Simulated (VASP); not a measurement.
# Os (P6_3/mmc) in VASP: notebook

The runs below take Os through single point, with LDA.

All numbers are computed with VASP 6.6.1; they aren't measurements. Logs are shortened: lines on timing, memory, paths and dates and some standing lists are left out, and cuts for length are marked.

## (1) The cell of the first run

The structure is hexagonal, space group P6_3/mmc (No. 194). Conventional cell: a = 2.718 Å, b = 2.718 Å, c = 4.284 Å, α = 90.00°, β = 90.00°, γ = 120.00°. Os (site symmetry -6m2) has 12 Os at 2.66 to 2.72 Å within 3.5 Å.

## (2) Single point, LDA

Input file INCAR:

```
SYSTEM = Os
PREC = Accurate
ENCUT = 520
EDIFF = 1E-6
ISMEAR = 1
SIGMA = 1.0
LREAL = .FALSE.
LASPH = .TRUE.
NELM = 80
ALGO = Normal
ISIF = 2
LWAVE = .FALSE.
LCHARG = .FALSE.
GGA = CA
NBANDS = 15
```

Input file KPOINTS:

```
Automatic mesh
0
G
  13 13 8
  0 0 0
```

Input file POSCAR:

```
Os
1.0
    2.7175247593      0.0000000000      0.0000000000
   -1.3587623796      2.3534454770      0.0000000000
    0.0000000000      0.0000000000      4.2844606214
Os
2
Direct
    0.3333333333      0.6666666667      0.2500000000
    0.6666666667      0.3333333333      0.7500000000
```

Potentials or basis: VASP PAW LDA potentials, release 64 (Os).

The run is started by

```bash
> cat potpaw_LDA.64/Os/POTCAR > POTCAR
> mpirun -np 1 vasp_std > vasp.out
```

OUTCAR:

```text
SYSTEM = Os
   PREC = Accurate
   ENCUT = 520
   EDIFF = 1E-6
   ISMEAR = 1
   LREAL = .FALSE.
   LASPH = .TRUE.
   NELM = 80
   ISIF = 2
   GGA = CA

 ion  position               nearest neighbor table
   1  0.333  0.667  0.250-   2 2.66   2 2.66   2 2.66   2 2.66   2 2.66   2 2.66
   2  0.667  0.333  0.750-   1 2.66   1 2.66   1 2.66   1 2.66   1 2.66   1 2.66

  LATTYP: Found a hexagonal cell.
 ALAT       =     2.7175247593
 C/A-ratio  =     1.5766040794

  Lattice vectors:

 A1 = (   2.7175247593,   0.0000000000,   0.0000000000)
 A2 = (  -1.3587623796,   2.3534454770,   0.0000000000)
 A3 = (   0.0000000000,   0.0000000000,   4.2844606214)

Analysis of symmetry for initial positions (statically):
=====================================================================
 Subroutine PRICEL returns:
 Original cell was already a primitive cell.

 Routine SETGRP: Setting up the symmetry group for a
 hexagonal supercell.

 Subroutine GETGRP returns: Found 24 space group operations
 (whereof 12 operations were pure point group operations)
 out of a pool of 24 trial point group operations.

The static configuration has the point symmetry D_3d.
 The point group associated with its full space group is D_6h.

Analysis of symmetry for dynamics (positions and initial velocities):
=====================================================================
 Subroutine PRICEL returns:
 Original cell was already a primitive cell.

 Routine SETGRP: Setting up the symmetry group for a
 hexagonal supercell.

 Subroutine GETGRP returns: Found 24 space group operations
 (whereof 12 operations were pure point group operations)
 out of a pool of 24 trial point group operations.

The dynamic configuration has the point symmetry D_3d.
 The point group associated with its full space group is D_6h.

 Subroutine INISYM returns: Found 24 space group operations
 (whereof 12 operations are pure point group operations),
 and found     1 'primitive' translations

----------------------------------------------------------------------------------------

                                     Primitive cell

  volume of cell :      27.4015

  direct lattice vectors                    reciprocal lattice vectors
     2.717524759  0.000000000  0.000000000     0.367981928  0.212454465  0.000000000
    -1.358762380  2.353445477  0.000000000     0.000000000  0.424908930  0.000000000
     0.000000000  0.000000000  4.284460621     0.000000000  0.000000000  0.233401608

  length of vectors
     2.717524759  2.717524759  4.284460621     0.424908930  0.424908930  0.233401608

  position of ions in fractional coordinates (direct lattice)
     0.333333333  0.666666667  0.250000000
     0.666666667  0.333333333  0.750000000

  ion indices of the primitive-cell ions
   primitive index   ion index
                 1           1
                 2           2

----------------------------------------------------------------------------------------

 KPOINTS: Automatic mesh

Automatic generation of k-mesh.
 Grid dimensions read from file:
 generate k-points for:   13   13    8

 Generating k-lattice:

  Cartesian coordinates                     Fractional coordinates (reciprocal lattice)
     0.028306302  0.016342651  0.000000000     0.076923077  0.000000000  0.000000000
     0.000000000  0.032685302  0.000000000     0.000000000  0.076923077  0.000000000
     0.000000000  0.000000000  0.029175201     0.000000000  0.000000000  0.125000000

  Length of vectors
     0.032685302  0.032685302  0.029175201

  Shift w.r.t. Gamma in fractional coordinates (k-lattice)
     0.000000000  0.000000000  0.000000000

 Subroutine IBZKPT returns following result:
 ===========================================

 Found    105 irreducible k-points:

 Following reciprocal coordinates:
            Coordinates               Weight
  0.000000  0.000000  0.000000      1.000000
  0.076923  0.000000  0.000000      6.000000
  0.153846 -0.000000  0.000000      6.000000
  0.230769 -0.000000  0.000000      6.000000
  0.307692 -0.000000  0.000000      6.000000
  0.384615 -0.000000  0.000000      6.000000
[... 16 lines left out ...]
  0.076923  0.000000  0.125000     12.000000
  0.153846 -0.000000  0.125000     12.000000
 [... further k-points ...]
   k-points           NKPTS =    105   k-points in BZ     NKDIM =    105   number of bands    NBANDS=     15
   number of dos      NEDOS =    301   number of ions     NIONS =      2
   total plane-waves  NPLWV =  12800
   dimension x,y,z NGX =    20 NGY =   20 NGZ =   32
   dimension x,y,z NGXF=    40 NGYF=   40 NGZF=   64
   ions per type =               2
   NGX,Y,Z   is equivalent  to a cutoff of  12.24, 12.24, 12.42 a.u.
   NGXF,Y,Z  is equivalent  to a cutoff of  24.47, 24.47, 24.83 a.u.
 SYSTEM =  Os
   PREC   = accura    normal or accurate (medium, high low for compatibility)
   ISTART =      0    job   : 0-new  1-cont  2-samecut
   ICHARG =      2    charge: 1-file 2-atom 10-const
   ISPIN  =      1    spin polarized calculation?
   LNONCOLLINEAR =      F non collinear calculations
   LSORBIT =      F    spin-orbit coupling
   LASPH  =      T    aspherical Exc in radial PAW
   ENCUT  =  520.0 eV  38.22 Ry    6.18 a.u.   5.05  5.05  7.97*2*pi/ulx,y,z
   NELM   =     80;   NELMIN=  2; NELMDL= -5     # of ELM steps
   EDIFF  = 0.1E-05   stopping-criterion for ELM
   LREAL  =      F    real-space projection
   EDIFFG = 0.1E-04   stopping-criterion for IOM
   NSW    =      0    number of steps for IOM
   IBRION =     -1    ionic relax: 0-MD 1-quasi-New 2-CG
   NFREE  =      0    steps in history (QN), initial steepest desc. (CG)
   ISIF   =      2    stress and relaxation
   ISYM   =      2    0-nonsym 1-usesym 2-fastsym
   POTIM  = 0.5000    time-step for ionic-motion
   TEBEG  =    0.0;   TEEND  =   0.0 temperature during run
   PSTRESS=    0.0 pullay stress
   NELECT =      16.0000    total number of electrons
   NUPDOWN=      -1.0000    fix difference up-down
   EMIN   =  10.00;   EMAX   =-10.00  energy-range for DOS
   EFERMI =   0.00;   METHOD = LEGACY
   ISMEAR =     1;   SIGMA  =   1.00  broadening in eV -4-tet -1-fermi 0-gaus
   EFERMI_NEDOS =   21; number of points for ismear=-14 and -15
   IALGO  =     38    algorithm
   IMIX   =      4    mixing-type and parameters
     AMIX     =   0.40;   BMIX     =  1.00
     AMIX_MAG =   1.60;   BMIX_MAG =  1.00
  volume/ion in A,a.u.               =      13.70        92.46
  Fermi-wavevector in a.u.,A,eV,Ry     =   1.368328  2.585765 25.474482  1.872322
  Thomas-Fermi vector in A             =   2.494302
   LORBIT       =      0    0 simple, 1 ext, 2 COOP (PROOUT), +10 PAW based schemes
   GGA     = CA    functional components
   LHFCALC =     F    Hartree Fock is set to
   AEXX    =    0.0000 exact exchange contribution
   IVDW    =     0    specifies the selected vdW correction
   LEPSILON=     F    determine dielectric tensor
   LRPA    =     F    only Hartree local field effects (RPA)
 non-spin polarized calculation
 Methfessel and Paxton  Order N= 1 SIGMA  =   1.00
  energy-cutoff  :      520.00
  volume of cell :       27.40
 maximum number of plane-waves:       756
   NGX = 11   NGY = 11   NGZ = 15

 number of electron      15.9999998 magnetization

 Free energy of the ion-electron system (eV)
  ---------------------------------------------------
  ext. energy  EPLUGINS =         0.00000000
  ---------------------------------------------------
  free energy    TOTEN  =       -25.28818924 eV

  energy without entropy =      -25.36966452  energy(sigma->0) =      -25.31534767

 E-fermi :   9.7406     XC(G=0): -14.2979

 val. band max:        9.7233981041   @ k =   0.0769   0.0769   0.3750
 cond. band min:       9.7527053981   @ k =   0.3077   0.0769   0.2500
 fundamental gap:      0.0293072940
 Fermi energy:         9.7405693976

 k-point     1 :       0.0000    0.0000    0.0000
  band No.  band energies     occupation
      1      -1.3402      2.00000
      2       1.7529      2.00000
      3       6.5447      2.00006
      4       6.5447      2.00006
      5       6.8279      2.00030
      6       7.4190      2.00495
      7       7.4190      2.00495
      8       8.0674      2.03946
      9       8.0674      2.03946
     10       9.8862      0.75641
     11      11.4372     -0.03739
     12      11.4372     -0.03739
     13      19.0643     -0.00000
     14      23.8168     -0.00000
     15      26.5845     -0.00000

 k-point     2 :       0.0769    0.0000    0.0000
  band No.  band energies     occupation
      1      -1.0954      2.00000
      2       1.9685      2.00000
      3       6.0921      2.00000
      4       6.7612      2.00021
      5       7.1959      2.00189
      6       7.2993      2.00300
      7       7.6213      2.01067
      8       7.7501      2.01649
      9       7.8937      2.02539
     10       8.9027      1.99821
     11      11.5598     -0.02740
     12      12.8037     -0.00013
     13      19.0478     -0.00000
     14      24.3245     -0.00000
     15      26.8993     -0.00000

 k-point     3 :       0.1538   -0.0000    0.0000
  band No.  band energies     occupation
      1      -0.4027      2.00000
      2       2.5208      2.00000
      3       5.4979      2.00000
      4       6.6118      2.00009
      5       6.8959      2.00043
      6       7.3946      2.00448
      7       7.4751      2.00619
      8       7.8437      2.02199
      9       8.2100      2.05254
     10       8.2160      2.05309
     11      11.8343     -0.01168
     12      14.8519     -0.00000
     13      18.9333     -0.00000
     14      25.5065     -0.00000
     15      27.4519     -0.00000
[... 343 lines left out ...]
 k-point    23 :       0.0769    0.0000    0.1250
  band No.  band energies     occupation
      1      -0.8999      2.00000
      2       2.0056      2.00000
      3       6.0668      2.00000
      4       6.6066      2.00009
      5       6.8829      2.00040
      6       7.0232      2.00083
      7       7.4738      2.00616
      8       8.1703      2.04888
      9       8.2482      2.05598
     10       8.6800      2.06065
     11      11.5676     -0.02683
     12      12.4687     -0.00079
     13      19.9723     -0.00000
     14      23.9404     -0.00000
     15      27.3958     -0.00000

 k-point    24 :       0.1538   -0.0000    0.1250
  band No.  band energies     occupation
      1      -0.2234      2.00000
      2       2.5760      2.00000
      3       5.5243      2.00000
      4       6.1873      2.00001
      5       6.7888      2.00024
      6       7.0249      2.00084
      7       7.7615      2.01710
      8       7.8899      2.02512
      9       8.2212      2.05356
     10       8.5439      2.07066
     11      11.7988     -0.01319
     12      14.1554     -0.00000
     13      19.9510     -0.00000
     14      25.1852     -0.00000
     15      27.2917     -0.00000

 [... further k-points ...]

------------------------ aborting loop because EDIFF is reached ----------------------------------------

  FORCE on cell =-STRESS in cart. coord.  units (eV):
  Direction    XX          YY          ZZ          XY          YZ          ZX
  --------------------------------------------------------------------------------------
  -------------------------------------------------------------------------------------
  Total        0.0353092      0.0353092      0.1128094      0.0000000     -0.0000000      0.0000000
  in kB        2.0645487      2.0645487      6.5960205      0.0000000     -0.0000000      0.0000000
  external PRESSURE =       3.5750393 kB  Pullay stress =       0.0000000 kB

 VOLUME and BASIS-vectors are now :
 -----------------------------------------------------------------------------
  energy-cutoff  :      520.00
  volume of cell :       27.40
      direct lattice vectors                 reciprocal lattice vectors
     2.717524759  0.000000000  0.000000000     0.367981928  0.212454465  0.000000000
    -1.358762380  2.353445477  0.000000000     0.000000000  0.424908930  0.000000000
     0.000000000  0.000000000  4.284460621     0.000000000  0.000000000  0.233401608

 POSITION                                       TOTAL-FORCE (eV/Angst)
 -----------------------------------------------------------------------------------
     -0.00000      1.56896      1.07112         0.000000     -0.000000      0.000000
      1.35876      0.78448      3.21335        -0.000000      0.000000      0.000000
 -----------------------------------------------------------------------------------
    total drift:                               -0.000000      0.000000     -0.000000

  FREE ENERGIE OF THE ION-ELECTRON SYSTEM (eV)
  ---------------------------------------------------
  free  energy   TOTEN  =       -25.2881892436 eV

  energy  without entropy=      -25.3696645166  energy(sigma->0) =      -25.31534767
```

Wall time 18 s (1 thread of Intel Xeon Platinum 8488C (Sapphire Rapids), shared host); peak memory 0.15 GiB.

Results:

```yaml
Free_energy: -25.2882 eV
Pressure: 0.4 GPa
Band_gap_on_the_k_mesh: zero (bands 8 and 9 overlap by 3.94 eV)
```

Stress tensor (GPa, compression positive):
```
0.21 0.00 0.00
0.00 0.21 0.00
0.00 0.00 0.66
```

Levels at points of the mesh, in eV from the Fermi level:
```tsv
k point	band 4	band 5	band 6	band 7	band 8	band 9	band 10	band 11	band 12	band 13
(0.00, 0.00, 0.00)	-3.20	-2.91	-2.32	-2.32	-1.67	-1.67	0.15	1.70	1.70	9.32
(0.00, 0.00, 0.50)	-3.67	-3.40	-3.40	-3.40	-3.40	0.89	0.89	0.89	0.89	13.80
```

Caveat: so wide a smearing shifts energies and pressures; spin-orbit coupling is left out, which moves the levels of the heavy elements.

## (3) Single point, LDA

Input file INCAR:

```
PREC     = Accurate       # precision mode
ENCUT    = 520            # plane-wave cutoff, eV
EDIFF    = 1E-6           # SCF threshold, eV
ISMEAR   = 1              # smearing method
SIGMA    = 0.03           # smearing width, eV
LREAL    = F              # projectors in reciprocal space
LASPH    = T              # aspherical terms in the spheres
NELM     = 100            # most SCF steps
ALGO     = Normal         # electronic algorithm
ISIF     = 2              # what is computed and relaxed
LWAVE    = F              # write WAVECAR
LCHARG   = F              # write CHGCAR
GGA      = CA             # functional
NBANDS   = 15             # bands
```

Input file KPOINTS:

```
regular mesh
0
Gamma
  13 13 8
```

POSCAR is that of step 2.

Potentials or basis: VASP PAW LDA potentials, release 64 (Os).

The run is started by

```bash
> cat potpaw_LDA.64/Os/POTCAR > POTCAR
> mpirun -np 1 vasp_std > vasp.out
```

OUTCAR:

```text
PREC = Accurate
   ENCUT = 520
   EDIFF = 1E-6
   ISMEAR = 1
   LREAL = F
   LASPH = T
   NELM = 100
   ISIF = 2
   GGA = CA

 ion  position               nearest neighbor table
   1  0.333  0.667  0.250-   2 2.66   2 2.66   2 2.66   2 2.66   2 2.66   2 2.66
   2  0.667  0.333  0.750-   1 2.66   1 2.66   1 2.66   1 2.66   1 2.66   1 2.66

  LATTYP: Found a hexagonal cell.
 ALAT       =     2.7175247593
 C/A-ratio  =     1.5766040794

  Lattice vectors:

 A1 = (   2.7175247593,   0.0000000000,   0.0000000000)
 A2 = (  -1.3587623796,   2.3534454770,   0.0000000000)
 A3 = (   0.0000000000,   0.0000000000,   4.2844606214)

Analysis of symmetry for initial positions (statically):
=====================================================================
 Subroutine PRICEL returns:
 Original cell was already a primitive cell.

 Routine SETGRP: Setting up the symmetry group for a
 hexagonal supercell.

 Subroutine GETGRP returns: Found 24 space group operations
 (whereof 12 operations were pure point group operations)
 out of a pool of 24 trial point group operations.

The static configuration has the point symmetry D_3d.
[... 176 lines left out ...]
      5       6.8286      2.00000
      6       7.4148      2.00000
      7       7.4148      2.00000
      8       8.0697      2.00000
      9       8.0697      2.00000
     10       9.8894     -0.00000
     11      11.4387      0.00000
     12      11.4387      0.00000
     13      19.0657      0.00000
     14      23.8146      0.00000
[... 401 lines left out ...]
      2       2.5738      2.00000
      3       5.5217      2.00000
      4       6.1876      2.00000
      5       6.7881      2.00000
      6       7.0237      2.00000
      7       7.7608      2.00000
      8       7.8879      2.00000
      9       8.2188      2.00000
     10       8.5451      2.00000
     11      11.8000      0.00000
     12      14.1576      0.00000
     13      19.9524      0.00000
     14      25.1837      0.00000
     15      27.2933      0.00000

 [... further k-points ...]

------------------------ aborting loop because EDIFF is reached ----------------------------------------

  FORCE on cell =-STRESS in cart. coord.  units (eV):
  Direction    XX          YY          ZZ          XY          YZ          ZX
  --------------------------------------------------------------------------------------
  -------------------------------------------------------------------------------------
  Total        0.2237515      0.2237515      0.0158497      0.0000000     -0.0000000      0.0000000
  in kB       13.0828615     13.0828615      0.9267399      0.0000000     -0.0000000      0.0000000
  external PRESSURE =       9.0308209 kB  Pullay stress =       0.0000000 kB

 VOLUME and BASIS-vectors are now :
 -----------------------------------------------------------------------------
  energy-cutoff  :      520.00
  volume of cell :       27.40
      direct lattice vectors                 reciprocal lattice vectors
     2.717524759  0.000000000  0.000000000     0.367981928  0.212454465  0.000000000
    -1.358762380  2.353445477  0.000000000     0.000000000  0.424908930  0.000000000
     0.000000000  0.000000000  4.284460621     0.000000000  0.000000000  0.233401608

 POSITION                                       TOTAL-FORCE (eV/Angst)
 -----------------------------------------------------------------------------------
     -0.00000      1.56896      1.07112        -0.000000     -0.000000      0.000000
      1.35876      0.78448      3.21335         0.000000      0.000000      0.000000
 -----------------------------------------------------------------------------------
    total drift:                               -0.000000      0.000000     -0.000000

  FREE ENERGIE OF THE ION-ELECTRON SYSTEM (eV)
  ---------------------------------------------------
  free  energy   TOTEN  =       -25.3079174593 eV

  energy  without entropy=      -25.3077987906  energy(sigma->0) =      -25.30787790
```

It took 18 s on 1 thread of Intel Xeon Platinum 8488C (Sapphire Rapids), shared host; peak memory 0.15 GiB.

What came out:

* Free energy: -25.3079 eV
* Pressure: 0.9 GPa
* Band gap on the k mesh: zero (bands 8 and 9 overlap by 3.94 eV)

Caveat: spin-orbit coupling is left out, which moves the levels of the heavy elements.

(Part 1 of 2 ends here.)
